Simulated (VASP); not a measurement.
# Mg9O8 (a cell with a defect) in VASP: a series of runs, part 2 of 2

VASP 6.6.1.

## 4. Single point, PBE

File INCAR:

```
ALGO     = Normal         # electronic algorithm
EDIFF    = 1E-7           # SCF threshold, eV
ENCUT    = 520            # plane-wave cutoff, eV
GGA      = PE             # functional
ISIF     = 2              # what is computed and relaxed
ISMEAR   = -1             # smearing method
LASPH    = T              # aspherical terms in the spheres
LCHARG   = F              # write CHGCAR
LREAL    = Auto         
LWAVE    = F              # write WAVECAR
NBANDS   = 47             # bands
NELM     = 100            # most SCF steps
PREC     = Accurate       # precision mode
SIGMA    = 0.05           # smearing width, eV
```

File KPOINTS:

```
k-points
0
Gamma
  2 2 2
```

File POSCAR:

```
Mg9O8
1.0
    0.0000000000      4.1842000000      4.1842000000
    4.1842000000      0.0000000000      4.1842000000
    4.1842000000      4.1842000000      0.0000000000
Mg O
9 8
Direct
   -0.0386692797      0.0154390326     -0.0076000191
    0.0518498160      0.0094283256      0.4540294441
   -0.0174943836      0.5100855600     -0.0156063286
   -0.0184384112      0.5038119593      0.5048635342
    0.5220113761      0.0592705894      0.0053056737
    0.5006930835     -0.0035610152      0.4546388796
    0.5346900244      0.4423665217      0.0344271306
    0.5292290043      0.5056641652      0.4791835954
    0.3779217055      0.8912336886      0.9088236700
    0.2285502605      0.2605754983      0.2845944267
    0.2342861240      0.2660962669      0.7346924143
    0.1801061135      0.7404760767      0.2730749008
    0.2400100378      0.7058099517      0.7808780651
    0.7552339754      0.2134099708      0.2600377611
    0.7627622963      0.2423760814      0.7038023995
    0.7644591559      0.7602767554      0.2649371445
    0.7565006453      0.7403207304      0.7191697338
```

Launch:

```sh
$ cat potpaw_PBE.64/Mg/POTCAR potpaw_PBE.64/O/POTCAR > POTCAR
$ mpirun -np 1 vasp_std > vasp.out
```

Run time: 3.7 min. Hardware: 1 thread of Intel Xeon 8259CL, shared host; peak memory 0.33 GiB.

It converged, with:

```
Free energy            : -78.4186 eV
Pressure               : 52.2 GPa
Largest force          : 4.013 eV/Å
Band gap on the k mesh : zero (bands 33 and 34 overlap by 0.03 eV)
```

Forces in eV/Å, atoms in the order of the input:
```
Mg   0.195 -0.339 -1.287
Mg  -0.399 -0.808 -3.911
Mg   0.503  0.308 -0.231
Mg  -0.585  0.497 -0.216
Mg   0.853  1.284  0.880
Mg   1.525  1.704  0.722
Mg   0.916 -1.726 -0.260
Mg  -0.032 -1.639 -1.071
Mg  -1.886  1.079 -0.985
O   -1.129 -0.846  2.038
O   -0.302 -0.009 -0.452
O   -1.009  0.581  1.655
O    0.807  0.033  3.119
O    1.019 -0.125  1.530
O    1.033  1.465  0.829
O   -2.594 -1.544 -1.395
O    1.085  0.083 -0.966
```

Stress tensor (GPa, compression positive):
```
49.97  0.96  2.45
 0.96 48.25  7.39
 2.45  7.39 58.25
```

Levels at points of the mesh, in eV from the Fermi level:
```
           k point  band 30  band 31  band 32  band 33  band 34  band 35  band 36  band 37
(0.00, 0.00, 0.00)    -6.15    -5.95    -5.63    -2.16     0.13     0.58     0.93     1.25
(0.50, 0.00, 0.00)    -6.32    -6.28    -5.94    -0.40     0.18     1.11     1.70     2.27
(0.00, 0.50, 0.00)    -6.59    -6.08    -5.67    -0.64    -0.04     1.54     1.61     2.05
(0.00, 0.00, 0.50)    -6.41    -6.13    -5.69    -0.50     0.27     1.26     1.57     2.32
(0.50, 0.50, 0.50)    -6.68    -6.26    -5.91    -0.19     0.10     1.49     1.74     2.14
(0.50, 0.50, 0.00)    -6.48    -6.22    -6.06    -0.01     0.72     1.69     1.85     2.25
(0.00, 0.50, 0.50)    -6.61    -6.39    -5.78    -0.14     0.76     1.43     2.02     2.54
(0.50, 0.00, 0.50)    -6.61    -6.27    -6.13    -0.03     0.96     1.23     1.58     2.70
```

Caveat: the k points lie up to 0.65 Å⁻¹ apart.

## 5. Single point, PBE

File INCAR:

```
SYSTEM = Mg9O8
ALGO = Normal
EDIFF = 1E-6
ENCUT = 520
GGA = PE
ISIF = 2
ISMEAR = -1
LASPH = .TRUE.
LCHARG = .FALSE.
LREAL = Auto
LWAVE = .FALSE.
NBANDS = 47
NELM = 60
PREC = Accurate
SIGMA = 0.05
```

File KPOINTS:

```
k-points
0
G
  2 2 2
  0 0 0
```

File POSCAR:

```
Mg9O8
1.0
    0.0000000000      4.1842000000      4.1842000000
    4.1842000000      0.0000000000      4.1842000000
    4.1842000000      4.1842000000      0.0000000000
Mg O
9 8
Direct
   -0.0165981550     -0.0014698150     -0.0020673008
   -0.0448353329     -0.0116629224      0.5343912815
    0.0041585010      0.5028679317     -0.0074327231
    0.0072056785      0.4856005927      0.5031188758
    0.4840710291      0.0014937144      0.0932197314
    0.5222862196      0.0002748435      0.4056091965
    0.5085679461      0.4848836098      0.0031188758
    0.5202428182      0.5063572487      0.4923760814
    0.4368218536      0.9441350796      0.8152215477
    0.2033841595      0.2853592085      0.2561063047
    0.1979231394      0.2781296305      0.7600855600
    0.2541824005      0.7295181875      0.2297810812
    0.2198150184      0.7562138521      0.7650088428
    0.7673509870      0.2384804742      0.2462238899
    0.7416829979      0.2725610630      0.7444075331
    0.7938674060      0.6969313130      0.2782371780
    0.7738994312      0.7044715836      0.7117370107
```

Launch:

```sh
$ cat potpaw_PBE.64/Mg/POTCAR potpaw_PBE.64/O/POTCAR > POTCAR
$ mpirun -np 1 vasp_std > vasp.out
```

Run time: 3.3 min. Hardware: 1 thread of Intel Xeon 8259CL, shared host; peak memory 0.32 GiB.

Results (log left out):

| Property | Result |
| --- | --- |
| Free energy | -78.4686 eV |
| Pressure | 52.3 GPa |
| Largest force | 3.862 eV/Å |
| Band gap on the k mesh | zero (bands 33 and 34 overlap by 0.08 eV) |

Forces in eV/Å, atoms in the order of the input:
```
Mg   1.074 -0.701 -0.844
Mg  -0.039 -0.098  1.006
Mg   0.436 -0.449 -1.050
Mg  -1.334  0.792  0.217
Mg  -0.806 -1.593  0.695
Mg   2.831  2.398  1.074
Mg  -0.947  0.624 -1.037
Mg  -0.514 -0.119 -1.980
Mg  -0.975  0.250 -0.704
O   -2.182  1.894  0.099
O    0.386 -0.233  0.796
O    0.856  0.265  1.282
O   -0.706  0.296  1.693
O    0.309 -0.862 -0.805
O   -0.340  0.653 -1.142
O    0.032 -3.706  0.471
O    1.918  0.588  0.229
```

Stress tensor (GPa, compression positive):
```
64.96  7.19  2.25
 7.19 55.06 -0.15
 2.25 -0.15 36.97
```

Levels at points of the mesh, in eV from the Fermi level:
```
           k point  band 29  band 30  band 31  band 32  band 33  band 34  band 35  band 36  band 37  band 38
(0.00, 0.00, 0.00)    -6.20    -5.86    -5.73    -5.63    -1.98     0.45     0.68     0.84     1.87     1.98
(0.50, 0.00, 0.00)    -6.28    -6.20    -5.91    -5.81    -0.41     0.50     1.32     1.53     2.40     3.24
(0.00, 0.50, 0.00)    -6.36    -6.09    -5.90    -5.79    -0.38     0.58     1.15     1.50     2.40     3.40
(0.00, 0.00, 0.50)    -6.18    -6.10    -6.01    -5.76    -0.38    -0.05     1.46     2.17     2.26     2.90
(0.50, 0.50, 0.50)    -6.21    -6.10    -6.02    -5.88    -0.20    -0.05     1.35     2.09     2.49     3.02
(0.50, 0.50, 0.00)    -6.35    -6.32    -6.15    -6.10    -0.08     0.99     1.30     1.53     3.06     3.50
(0.00, 0.50, 0.50)    -6.39    -6.29    -6.12    -5.97     0.03     0.53     1.55     2.44     2.69     3.33
(0.50, 0.00, 0.50)    -6.26    -6.21    -6.13    -5.97     0.02     0.56     1.79     2.23     2.75     2.95
```

Caveat: the k points lie up to 0.65 Å⁻¹ apart; the atoms stand as in a frame of molecular dynamics.

## 6. Single point, PBE

File INCAR:

```
SYSTEM = Mg9O8
  ALGO = Normal
  EDIFF = 1E-6
  ENCUT = 520
  GGA = PE
  ISIF = 2
  ISMEAR = -1
  LASPH = .True.
  LCHARG = .False.
  LREAL = Auto
  LWAVE = .False.
  NBANDS = 47
  NELM = 60
  PREC = Accurate
  SIGMA = 0.05
```

File KPOINTS:

```
k-points
0
Gamma
  2 2 2
  0 0 0
```

File POSCAR:

```
Mg9O8
1.0
    0.0000000000      4.1842000000      4.1842000000
    4.1842000000      0.0000000000      4.1842000000
    4.1842000000      4.1842000000      0.0000000000
Mg O
9 8
Direct
   -0.0430309259      0.0094522250      0.0075641700
   -0.0294082501      0.0137541227      0.5112207829
    0.0152717365      0.5006452846     -0.0121648105
   -0.0063213996      0.5001314469      0.4879905358
    0.5007050332     -0.0135151283      0.0944147029
    0.5067396396      0.0656995364      0.4672816787
    0.5437240094      0.4484369772      0.0066320922
    0.4843697720      0.5155346303      0.4875961952
    0.4027532145      0.8935758329      0.8325844845
    0.2066344821      0.2449691697      0.2567754887
    0.2167917404      0.2691792935      0.7450169686
    0.2847497730      0.7206753979      0.1992137087
    0.2075307108      0.7523899431      0.7708164046
    0.7828019693      0.2336886382      0.2439414942
    0.7606352469      0.2796591941      0.7012212609
    0.7848692701      0.7040652932      0.2690239472
    0.7797428421      0.7247980498      0.7363175756
```

Potentials or basis: VASP PAW PBE potentials, release 64 (Mg, O).

Launch:

```sh
$ cat potpaw_PBE.64/Mg/POTCAR potpaw_PBE.64/O/POTCAR > POTCAR
$ mpirun -np 1 vasp_std > vasp.out
```

Wall time 3.2 min (1 thread of Intel Xeon 8259CL, shared host); peak memory 0.33 GiB.

It converged, with:

* Free energy: -78.2178 eV
* Pressure: 53.5 GPa
* Largest force: 6.762 eV/Å
* Band gap on the k mesh: zero (bands 33 and 34 overlap by 0.39 eV)

Forces in eV/Å, atoms in the order of the input:
```
Mg   0.283 -0.738 -1.243
Mg  -0.062  0.949 -0.013
Mg   0.318  0.081 -1.643
Mg  -0.379  1.444  0.554
Mg  -0.516  0.041  0.756
Mg  -3.910 -4.412  3.312
Mg  -1.725 -0.209 -1.139
Mg   0.410  1.682  0.202
Mg   1.482  2.463 -2.346
O    0.694  1.131  1.238
O   -0.485 -0.469  0.469
O    2.119  1.408 -1.062
O   -0.519  0.317  2.276
O    0.597 -1.139  0.579
O    1.566  0.942 -1.975
O    0.213 -3.567  0.128
O   -0.086  0.077 -0.093
```

Stress tensor (GPa, compression positive):
```
49.98 -0.55 -5.38
-0.55 56.39 -7.06
-5.38 -7.06 54.00
```

Levels at points of the mesh, in eV from the Fermi level:
| k point | band 30 | band 31 | band 32 | band 33 | band 34 | band 35 | band 36 | band 37 |
| --- | --- | --- | --- | --- | --- | --- | --- | --- |
| (0.00, 0.00, 0.00) | -6.27 | -6.21 | -5.98 | -2.23 | 0.13 | 0.43 | 0.87 | 1.30 |
| (0.50, 0.00, 0.00) | -6.72 | -6.37 | -6.14 | -0.32 | 0.37 | 1.11 | 1.53 | 2.20 |
| (0.00, 0.50, 0.00) | -6.54 | -6.39 | -6.19 | -0.44 | 0.14 | 1.01 | 1.45 | 2.22 |
| (0.00, 0.00, 0.50) | -6.51 | -6.41 | -6.31 | -0.41 | -0.20 | 1.18 | 1.51 | 2.54 |
| (0.50, 0.50, 0.50) | -6.67 | -6.25 | -6.05 | -0.38 | -0.23 | 0.96 | 1.90 | 2.25 |
| (0.50, 0.50, 0.00) | -6.67 | -6.48 | -6.44 | -0.03 | 0.86 | 1.04 | 1.60 | 2.73 |
| (0.00, 0.50, 0.50) | -6.81 | -6.57 | -6.25 | 0.06 | 0.32 | 1.24 | 2.23 | 2.35 |
| (0.50, 0.00, 0.50) | -6.60 | -6.54 | -6.28 | 0.15 | 0.44 | 1.44 | 1.85 | 2.49 |

Caveat: the k points lie up to 0.65 Å⁻¹ apart; atoms lie so close that the PAW spheres overlap strongly, which falsifies energies and pressures; the atoms stand as in a frame of molecular dynamics.

## 7. The runs side by side

```tsv
cell	gap on the mesh (eV)	pressure (GPa)	largest force (eV/Å)
as given, atomic positions A	0.09	51.7	2.03
as given, atomic positions B	none	61.5	5.08
as given, atomic positions C	none	52.2	4.01
as given, atomic positions D	none	52.3	3.86
as given, atomic positions E	none	53.5	6.76
```

Alike in all rows: task single point; level PBE; potentials or basis VASP PAW PBE potentials, release 64 (Mg, O); no spin polarisation; k mesh 2 × 2 × 2; cutoff (eV) 520; smearing fermi-dirac 0.05 eV.

Caveats: all runs use coarse meshes; the atoms stand as in a frame of molecular dynamics (at least some runs); atoms lie so close that the PAW spheres overlap strongly, which falsifies energies and pressures (at least some runs).

Total energies depend on the potentials used, so only differences within one code and one set of settings carry meaning.
